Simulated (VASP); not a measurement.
Wanted: the native input for a VASP 6.6.1 run.

```yaml
Task: single point
Functional: PBEsol
Potentials_or_basis: VASP PAW PBE potentials, release 64 (Li_sv)
Cutoff: 520 eV
k_mesh: 13 × 13 × 13
Occupations: fermi-dirac, width 0.08 eV
Spin: no spin polarisation
Dipole_correction: no
Further_INCAR_settings: ALGO = Normal; EDIFF = 1e-06; NBANDS = 8
```

The structure of Li lies in POSCAR:

```
Li
1.0
    0.0000000000      2.2680600000      2.2020000000
    2.2680600000      0.0000000000      2.2020000000
    2.2680600000      2.2680600000      0.0000000000
Li
1
Direct
    0.0000000000      0.0000000000      0.0000000000
```

This cell differs from its parent crystal: equal xx and yy strain of +3 %.

The input as run:

INCAR

```
SYSTEM = Li
PREC = Accurate ; ENCUT = 520
EDIFF = 1E-6 ; ISMEAR = -1
SIGMA = 0.08 ; LREAL = .FALSE.
LASPH = .TRUE. ; NELM = 60
ALGO = Normal ; ISIF = 2
LWAVE = .FALSE. ; LCHARG = .FALSE.
GGA = PS ; NBANDS = 8
```

KPOINTS

```
Automatic mesh
0
G
  13 13 13
  0 0 0
```

Potentials or basis: VASP PAW PBE potentials, release 64 (Li_sv).

Launch:

```sh
$ cat potpaw_PBE.64/Li_sv/POTCAR > POTCAR
$ mpirun -np 1 vasp_std > vasp.out
```

Wall time 13 s on 1 thread of AMD EPYC 9R45 96-Core Processor (Zen 5), on a shared host, peak memory 0.12 GiB.
